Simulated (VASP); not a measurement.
# Ru (Fm-3m) in VASP: a series of runs

The runs below take Ru through single point, relaxation of cell and atoms, with PBEsol.

All numbers are computed with VASP 6.6.1; they aren't measurements. Logs are shortened: lines on timing, memory, paths and dates and some standing lists are left out, and cuts for length are marked.

### Step 1. The cell of the first run

Symmetry: Fm-3m, No. 225, cubic system. The conventional cell has a = 3.769 Å, b = 3.769 Å, c = 3.769 Å, α = 90.00°, β = 90.00°, γ = 90.00°. Within 3.5 Å of Ru (site symmetry m-3m) lie 12 Ru at 2.66 Å.

### Step 2. Single point, PBEsol

INCAR

```
  ALGO = Normal
  EDIFF = 1E-6
  ENCUT = 520
  GGA = PS
  ISIF = 2
  ISMEAR = 0
  LASPH = T
  LCHARG = F
  LREAL = F
  LWAVE = F
  NBANDS = 13
  NELM = 60
  PREC = Accurate
  SIGMA = 0.1
```

KPOINTS

```
k-points
0
Gamma
  20 20 20
```

POSCAR

```
Ru
1.0
    0.0000000000      1.8844236802      1.8844236802
    1.8844236802      0.0000000000      1.8844236802
    1.8844236802      1.8844236802      0.0000000000
Ru
1
Direct
    0.0000000000      0.0000000000      0.0000000000
```

Potentials or basis: VASP PAW PBE potentials, release 64 (Ru_pv).

Launch:

```console
$ cat potpaw_PBE.64/Ru_pv/POTCAR > POTCAR
$ mpirun -np 1 vasp_std > vasp.out
```

OUTCAR:

```text
EDIFF = 1E-6
   ENCUT = 520
   GGA = PS
   ISIF = 2
   ISMEAR = 0
   LASPH = T
   LREAL = F
   NELM = 60
   PREC = Accurate

 ion  position               nearest neighbor table
   1  0.000  0.000  0.000-

  LATTYP: Found a face centered cubic cell.
 ALAT       =     3.7688473604

  Lattice vectors:

 A1 = (   0.0000000000,   1.8844236802,   1.8844236802)
 A2 = (   1.8844236802,   0.0000000000,   1.8844236802)
 A3 = (   1.8844236802,   1.8844236802,   0.0000000000)

Analysis of symmetry for initial positions (statically):
=====================================================================
 Subroutine PRICEL returns:
 Original cell was already a primitive cell.

 Routine SETGRP: Setting up the symmetry group for a
 face centered cubic supercell.

 Subroutine GETGRP returns: Found 48 space group operations
 (whereof 48 operations were pure point group operations)
 out of a pool of 48 trial point group operations.

The static configuration has the point symmetry O_h .

Analysis of symmetry for dynamics (positions and initial velocities):
=====================================================================
 Subroutine PRICEL returns:
 Original cell was already a primitive cell.

 Routine SETGRP: Setting up the symmetry group for a
 face centered cubic supercell.

 Subroutine GETGRP returns: Found 48 space group operations
 (whereof 48 operations were pure point group operations)
 out of a pool of 48 trial point group operations.

The dynamic configuration has the point symmetry O_h .

 Subroutine INISYM returns: Found 48 space group operations
 (whereof 48 operations are pure point group operations),
 and found     1 'primitive' translations

----------------------------------------------------------------------------------------

                                     Primitive cell

  volume of cell :      13.3834

  direct lattice vectors                    reciprocal lattice vectors
     0.000000000  1.884423680  1.884423680    -0.265333112  0.265333112  0.265333112
     1.884423680  0.000000000  1.884423680     0.265333112 -0.265333112  0.265333112
     1.884423680  1.884423680  0.000000000     0.265333112  0.265333112 -0.265333112

  length of vectors
     2.664977526  2.664977526  2.664977526     0.459570431  0.459570431  0.459570431

  position of ions in fractional coordinates (direct lattice)
     0.000000000  0.000000000  0.000000000

  ion indices of the primitive-cell ions
   primitive index   ion index
[... 75 lines left out ...]
   EDIFFG = 0.1E-04   stopping-criterion for IOM
   NSW    =      0    number of steps for IOM
   IBRION =     -1    ionic relax: 0-MD 1-quasi-New 2-CG
   NFREE  =      0    steps in history (QN), initial steepest desc. (CG)
   ISIF   =      2    stress and relaxation
   ISYM   =      2    0-nonsym 1-usesym 2-fastsym
   POTIM  = 0.5000    time-step for ionic-motion
   TEBEG  =    0.0;   TEEND  =   0.0 temperature during run
   PSTRESS=    0.0 pullay stress
   NELECT =      14.0000    total number of electrons
   NUPDOWN=      -1.0000    fix difference up-down
   EMIN   =  10.00;   EMAX   =-10.00  energy-range for DOS
   EFERMI =   0.00;   METHOD = LEGACY
   ISMEAR =     0;   SIGMA  =   0.10  broadening in eV -4-tet -1-fermi 0-gaus
   EFERMI_NEDOS =   21; number of points for ismear=-14 and -15
   IALGO  =     38    algorithm
   IMIX   =      4    mixing-type and parameters
     AMIX     =   0.40;   BMIX     =  1.00
     AMIX_MAG =   1.60;   BMIX_MAG =  1.00
  volume/ion in A,a.u.               =      13.38        90.32
  Fermi-wavevector in a.u.,A,eV,Ry     =   1.661865  3.140469 37.576486  2.761794
  Thomas-Fermi vector in A             =   2.748854
   LORBIT       =      0    0 simple, 1 ext, 2 COOP (PROOUT), +10 PAW based schemes
   GGA     = PS    functional components
   LHFCALC =     F    Hartree Fock is set to
   AEXX    =    0.0000 exact exchange contribution
   IVDW    =     0    specifies the selected vdW correction
   LEPSILON=     F    determine dielectric tensor
   LRPA    =     F    only Hartree local field effects (RPA)
 non-spin polarized calculation
 Gauss-broadening in eV      SIGMA  =   0.10
  energy-cutoff  :      520.00
  volume of cell :       13.38
 maximum number of plane-waves:       370
   NGX =  9   NGY =  9   NGZ =  9

 number of electron      14.0000006 magnetization

 Free energy of the ion-electron system (eV)
  ---------------------------------------------------
  ext. energy  EPLUGINS =         0.00000000
  ---------------------------------------------------
  free energy    TOTEN  =       -10.05178548 eV

  energy without entropy =      -10.04501519  energy(sigma->0) =      -10.04840033

 E-fermi :  12.8885     XC(G=0): -14.3689

 val. band max:       12.8767245079   @ k =   0.1500   0.1000   0.0500
 cond. band min:      12.8909276524   @ k =   0.4000   0.3000   0.1000
 fundamental gap:      0.0142031445
 Fermi energy:        12.8885241174

 k-point     1 :       0.0000    0.0000    0.0000
  band No.  band energies     occupation
      1     -29.4974      2.00000
      2     -29.4974      2.00000
      3     -29.4974      2.00000
      4       4.8063      2.00000
      5      10.2293      2.00000
      6      10.2293      2.00000
      7      10.2293      2.00000
      8      12.7550      1.94094
      9      12.7550      1.94094
     10      23.2602      0.00000
     11      27.8817      0.00000
     12      33.6909      0.00000
     13      33.6909      0.00000
[... 354 lines left out ...]
  band No.  band energies     occupation
      1     -30.4402      2.00000
      2     -29.6546      2.00000
      3     -29.6168      2.00000
      4       6.9094      2.00000
      5      10.2642      2.00000
      6      10.3670      2.00000
      7      11.6487      2.00000
      8      13.7007      0.00000
      9      14.5313      0.00000
     10      23.2568      0.00000
     11      25.3619      0.00000
     12      28.7888      0.00000
     13      34.9723      0.00000

 [... further k-points ...]
[... 5 lines left out ...]
  --------------------------------------------------------------------------------------
  -------------------------------------------------------------------------------------
  Total       -0.0057978     -0.0057978     -0.0057978      0.0000000      0.0000000     -0.0000000
  in kB       -0.6940726     -0.6940726     -0.6940726      0.0000000      0.0000000     -0.0000000
  external PRESSURE =      -0.6940726 kB  Pullay stress =       0.0000000 kB

 VOLUME and BASIS-vectors are now :
 -----------------------------------------------------------------------------
  energy-cutoff  :      520.00
  volume of cell :       13.38
      direct lattice vectors                 reciprocal lattice vectors
     0.000000000  1.884423680  1.884423680    -0.265333112  0.265333112  0.265333112
     1.884423680  0.000000000  1.884423680     0.265333112 -0.265333112  0.265333112
     1.884423680  1.884423680  0.000000000     0.265333112  0.265333112 -0.265333112

 POSITION                                       TOTAL-FORCE (eV/Angst)
 -----------------------------------------------------------------------------------
      0.00000      0.00000      0.00000        -0.000000      0.000000     -0.000000
 -----------------------------------------------------------------------------------
    total drift:                                0.000000      0.000000      0.000000

  FREE ENERGIE OF THE ION-ELECTRON SYSTEM (eV)
  ---------------------------------------------------
  free  energy   TOTEN  =       -10.0517854835 eV

  energy  without entropy=      -10.0450151863  energy(sigma->0) =      -10.04840033
```

OSZICAR:

```text
N       E                     dE             d eps       ncg     rms          rms(c)
DAV:   1     0.104151375683E+03    0.10415E+03   -0.84053E+03  6693   0.115E+03
DAV:   2    -0.962063569098E+01   -0.11377E+03   -0.10915E+03  7216   0.325E+02
DAV:   3    -0.108339631488E+02   -0.12133E+01   -0.12091E+01  7406   0.368E+01
DAV:   4    -0.108374344610E+02   -0.34713E-02   -0.34712E-02  7311   0.210E+00
DAV:   5    -0.108374560231E+02   -0.21562E-04   -0.21562E-04  7471   0.152E-01    0.141E+01
DAV:   6    -0.101095171130E+02    0.72794E+00   -0.11405E+00  6771   0.141E+01    0.361E+00
DAV:   7    -0.100572585713E+02    0.52259E-01   -0.84244E-02  7341   0.356E+00    0.815E-01
DAV:   8    -0.100518628490E+02    0.53957E-02   -0.38969E-03  6791   0.844E-01    0.175E-01
DAV:   9    -0.100517775169E+02    0.85332E-04   -0.10470E-04  7646   0.134E-01    0.201E-02
DAV:  10    -0.100517857128E+02   -0.81959E-05   -0.34126E-06  7006   0.209E-02    0.399E-03
DAV:  11    -0.100517854835E+02    0.22927E-06   -0.99077E-08  3673   0.424E-03
   1 F= -.10051785E+02 E0= -.10048400E+02  d E =-.677030E-02
```

stdout:

```text
POSCAR found type information on POSCAR Ru
 POSCAR found :  1 types and       1 ions
 scaLAPACK will be used
 -----------------------------------------------------------------------------
|                                                                             |
|                                                                             |
|     You enforced a specific xc type in the INCAR file but a different       |
|     I HOPE YOU KNOW WHAT YOU ARE DOING!                                     |
|                                                                             |
 -----------------------------------------------------------------------------

 LDA part: xc-table for (Slater+PW92), standard interpolation
 POSCAR, INCAR and KPOINTS ok, starting setup
 FFT: planning ... GRIDC
 FFT: planning ... GRID_SOFT
 FFT: planning ... GRID
 WAVECAR not read
 entering main loop
```

It took 18 s on 1 thread of Intel Xeon Platinum 8488C (Sapphire Rapids), shared host; peak memory 0.16 GiB.

What came out:

```yaml
Free_energy: -10.0518 eV
Pressure: -0.1 GPa
Band_gap_on_the_k_mesh: zero (band 7 reaches 15.21 eV, above the bottom of band 8 at 11.49 eV)
```

Caveat: the PAW data sets were made with another functional, which shifts forces and pressure a little.

### Step 3. Relaxation of cell and atoms, PBEsol

This run uses another cell than the first one, of 13.33 Å³/atom, 0.996 times its volume.

INCAR

```
SYSTEM = Ru
  ALGO = Fast
  EDIFF = 1E-6
  EDIFFG = -0.005
  ENCUT = 600
  GGA = PS
  IBRION = 2
  ISIF = 3
  ISMEAR = 0
  LASPH = .True.
  LCHARG = .False.
  LREAL = .False.
  LWAVE = .False.
  NELM = 100
  NSW = 100
  PREC = Accurate
  SIGMA = 0.1
```

KPOINTS

```
k-points
0
Gamma
  20 20 20
  0 0 0
```

POSCAR

```
Ru
1.0
    0.0000000000      1.8818849011      1.8818849011
    1.8818849011      0.0000000000      1.8818849011
    1.8818849011      1.8818849011      0.0000000000
Ru
1
Direct
    0.0000000000      0.0000000000      0.0000000000
```

Potentials or basis: VASP PAW PBE potentials, release 64 (Ru_pv).

Launch:

```console
$ cat potpaw_PBE.64/Ru_pv/POTCAR > POTCAR
$ mpirun -np 1 vasp_std > vasp.out
```

OUTCAR:

```text
SYSTEM = Ru
   EDIFF = 1E-6
   EDIFFG = -0.005
   ENCUT = 600
   GGA = PS
   IBRION = 2
   ISIF = 3
   ISMEAR = 0
   LASPH = .True.
   LREAL = .False.
   NELM = 100
   NSW = 100
   PREC = Accurate

 ion  position               nearest neighbor table
   1  0.000  0.000  0.000-

  LATTYP: Found a face centered cubic cell.
 ALAT       =     3.7637698022

  Lattice vectors:

 A1 = (   0.0000000000,   1.8818849011,   1.8818849011)
 A2 = (   1.8818849011,   0.0000000000,   1.8818849011)
 A3 = (   1.8818849011,   1.8818849011,   0.0000000000)

Analysis of symmetry for initial positions (statically):
=====================================================================
 Subroutine PRICEL returns:
 Original cell was already a primitive cell.

 Routine SETGRP: Setting up the symmetry group for a
 face centered cubic supercell.

 Subroutine GETGRP returns: Found 48 space group operations
 (whereof 48 operations were pure point group operations)
 out of a pool of 48 trial point group operations.

The static configuration has the point symmetry O_h .

Analysis of symmetry for dynamics (positions and initial velocities):
[... 168 lines left out ...]
  Total        0.1130445      0.1130445      0.1130445     -0.0000000     -0.0000000      0.0000000
  in kB       13.5878580     13.5878580     13.5878580     -0.0000000     -0.0000000      0.0000000
  external PRESSURE =      13.5878580 kB  Pullay stress =       0.0000000 kB
[... 127 lines left out ...]
--------------------------------------- Ionic step        5  -------------------------------------------

 number of electron      14.0000002 magnetization

 Free energy of the ion-electron system (eV)
  ---------------------------------------------------
  ext. energy  EPLUGINS =         0.00000000
  ---------------------------------------------------
  free energy    TOTEN  =       -10.05199369 eV

  energy without entropy =      -10.04522502  energy(sigma->0) =      -10.04860936

 E-fermi :  12.8916     XC(G=0): -14.3698

 val. band max:       12.8796569648   @ k =   0.1500   0.1000   0.0500
 cond. band min:      12.8939641095   @ k =   0.4000   0.3000   0.1000
 fundamental gap:      0.0143071447
 Fermi energy:        12.8915689574

 k-point     1 :       0.0000    0.0000    0.0000
  band No.  band energies     occupation
      1     -29.4949      2.00000
      2     -29.4949      2.00000
      3     -29.4949      2.00000
      4       4.8085      2.00000
      5      10.2315      2.00000
      6      10.2315      2.00000
      7      10.2315      2.00000
      8      12.7579      1.94128
      9      12.7579      1.94128
     10      23.2655      0.00000
     11      27.8849      0.00000
[... 309 lines left out ...]
 k-point    24 :      -0.3500    0.0500    0.0000
  band No.  band energies     occupation
      1     -30.4380      2.00000
      2     -29.6522      2.00000
      3     -29.6142      2.00000
      4       6.9112      2.00000
      5      10.2665      2.00000
      6      10.3693      2.00000
      7      11.6518      2.00000
      8      13.7040      0.00000
      9      14.5347      0.00000
     10      23.2621      0.00000
     11      25.3668      0.00000

 [... further k-points ...]
[... 5 lines left out ...]
  --------------------------------------------------------------------------------------
  -------------------------------------------------------------------------------------
  Total       -0.0032487     -0.0032487     -0.0032487     -0.0000000      0.0000000      0.0000000
  in kB       -0.3889815     -0.3889815     -0.3889815     -0.0000000      0.0000000      0.0000000
  external PRESSURE =      -0.3889815 kB  Pullay stress =       0.0000000 kB
[... 16 lines left out ...]
  FREE ENERGIE OF THE ION-ELECTRON SYSTEM (eV)
  ---------------------------------------------------
  free  energy   TOTEN  =       -10.0519936908 eV

  energy  without entropy=      -10.0452250222  energy(sigma->0) =      -10.04860936

 reached required accuracy - stopping structural energy minimisation
```

CONTCAR:

```text
Ru
   1.00000000000000
    -0.0000000000000000    1.8843167168350115    1.8843167168350115
     1.8843167168350115   -0.0000000000000000    1.8843167168350115
     1.8843167168350115    1.8843167168350115    0.0000000000000000
  Ru
     1
Direct
     0.0000000000000000    0.0000000000000000    0.0000000000000000

  0.00000000E+00  0.00000000E+00  0.00000000E+00
```

Wall time 57 s (1 thread of Intel Xeon Platinum 8488C (Sapphire Rapids), shared host); peak memory 0.18 GiB.

What came out:

```yaml
Free_energy: -10.0520 eV
Relaxed_volume: 13.38 Å³/atom
Relaxed_cell: a = 2.665 Å, b = 2.665 Å, c = 2.665 Å, α = 60.00°, β = 60.00°, γ = 60.00°
Space_group_after_relaxing_to_0.05_Å: Fm-3m (No. 225)
Energy_gained_by_relaxing: 0.2 meV/atom
Ionic_steps: 5
Pressure_after_relaxing: 0.0 GPa
Band_gap_on_the_k_mesh: zero (band 7 reaches 15.21 eV, above the bottom of band 8 at 11.49 eV)
```

The path:
| step | energy change (eV) | largest force (eV/Å) | pressure (GPa) | volume (Å³) |
| --- | --- | --- | --- | --- |
| 1 | 0.0000 | 0.0000 | 1.36 | 13.33 |
| 2 | 0.0020 | 0.0000 | -4.11 | 13.55 |
| 3 | -0.0002 | 0.0000 | 0.10 | 13.38 |
| 4 | -0.0002 | 0.0000 | -0.09 | 13.38 |
| 5 | -0.0002 | 0.0000 | -0.04 | 13.38 |

Final structure:
```
Ru
1.0
     0.00000    1.88432    1.88432
     1.88432    0.00000    1.88432
     1.88432    1.88432    0.00000
Ru
1
Direct
  0.00000 0.00000 0.00000
```

Caveat: the PAW data sets were made with another functional, which shifts forces and pressure a little. Zero-point motion and thermal expansion aren't in these numbers.

### Step 4. Single point, PBEsol

This run uses another cell than the first one, of 13.33 Å³/atom, 0.996 times its volume.

INCAR

```
PREC = Accurate
ENCUT = 500
EDIFF = 1E-6
ISMEAR = 0
SIGMA = 0.1
LREAL = F
LASPH = T
NELM = 120
ALGO = Normal
ISIF = 2
LWAVE = F
LCHARG = T
GGA = PS
LELF = T
LVHAR = T
NBANDS = 13
GGA_COMPAT = F
```

KPOINTS

```
Automatic mesh
0
Gamma
  8 8 8
```

POSCAR

```
Ru
1.0
    0.0000000000      1.8818849034      1.8818849034
    1.8818849034      0.0000000000      1.8818849034
    1.8818849034      1.8818849034      0.0000000000
Ru
1
Direct
    0.0000000000      0.0000000000      0.0000000000
```

Launch:

```console
$ cat potpaw_PBE.64/Ru_pv/POTCAR > POTCAR
$ mpirun -np 1 vasp_std > vasp.out
```

It used 4.2 s of CPU time on 1 thread of Intel Xeon 6975P-C, on a shared host.

The run converged. Its results:

```yaml
Free_energy: -10.0937 eV
Pressure: 0.2 GPa
Band_gap_on_the_k_mesh: zero (band 7 reaches 15.31 eV, above the bottom of band 8 at 12.06 eV)
```

Levels at points of the mesh, in eV from the Fermi level:
```
           k point  band 5  band 6  band 7  band 8  band 9  band 10
(0.00, 0.00, 0.00)   -2.53   -2.53   -2.53    0.01    0.01    10.53
(0.50, 0.00, 0.00)   -2.66   -2.66    1.11    1.95    1.95    10.37
(0.50, 0.50, 0.00)   -5.97    1.91    2.48    2.48    3.79    10.53
```

Caveat: the k points lie up to 0.36 Å⁻¹ apart; the PAW data sets were made with another functional, which shifts forces and pressure a little.

(Part 1 of 3 ends here.)
